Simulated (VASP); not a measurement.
Write the native input for VASP 6.6.1 that does the following.

```
Task                   : relaxation of cell and atoms
Functional             : PBE
Potentials or basis    : VASP PAW PBE potentials, release 64 (Mg, Ga_d, C, N)
Cutoff                 : 600 eV
k mesh                 : 6 × 6 × 6
Occupations            : gaussian, width 0.1 eV
Spin                   : no spin polarisation
Dipole correction      : no
Further INCAR settings : ALGO = Normal; EDIFF = 1e-06; IBRION = 2; EDIFFG = -0.01; NSW = 100; ISIF = 3
```

The structure of MgGaC4N4 lies in POSCAR:

```
MgGaC4N4
1.0
    6.0330575200      0.0000000000      0.0000000000
    0.0000000000      6.0330575200      0.0000000000
    0.0000000000      0.0000000000      6.0330575200
Mg Ga C N
1 1 4 4
Direct
    0.0000000000      0.0000000000      0.0000000000
    0.5000000000      0.5000000000      0.5000000000
    0.2068536058      0.2068536058      0.2068536058
    0.2068536058      0.7931463942      0.7931463942
    0.7931463942      0.2068536058      0.7931463942
    0.7931463942      0.7931463942      0.2068536058
    0.3195619084      0.3195619084      0.3195619084
    0.3195619084      0.6804380916      0.6804380916
    0.6804380916      0.3195619084      0.6804380916
    0.6804380916      0.6804380916      0.3195619084
```

The input as run:

INCAR

```
PREC = Accurate ; ENCUT = 600
EDIFF = 1E-6 ; ISMEAR = 0
SIGMA = 0.1 ; LREAL = False
LASPH = True ; NELM = 100
ALGO = Normal ; ISIF = 3
LWAVE = False ; LCHARG = False
GGA = PE ; IBRION = 2
NSW = 100 ; EDIFFG = -0.01
```

KPOINTS

```
regular mesh
0
Gamma
  6 6 6
```

Potentials or basis: VASP PAW PBE potentials, release 64 (Mg, Ga_d, C, N).

Run with:

```sh
$ cat potpaw_PBE.64/Mg/POTCAR potpaw_PBE.64/Ga_d/POTCAR potpaw_PBE.64/C/POTCAR potpaw_PBE.64/N/POTCAR > POTCAR
$ mpirun -np 1 vasp_std > vasp.out
```

Results of the run:

The relaxed volume is 22.02 Å³/atom and the relaxed cell is a = 6.038 Å, b = 6.038 Å, c = 6.038 Å, α = 90.00°, β = 90.00°, γ = 90.00°. The space group after relaxing (to 0.1 Å) is P-43m (No. 215) and the energy gained by relaxing is 0.2 meV/atom. The ionic steps are 7. The pressure after relaxing is 0.0 GPa. The largest force after relaxing is 0.007 eV/Å and the band gap on the k mesh is zero (an odd number of electrons rules out a gap without spin polarisation).

It took 5.2 min on 1 thread of Intel(R) Xeon(R) 6975P-C (Granite Rapids) (shared host), peak memory 0.45 GiB.
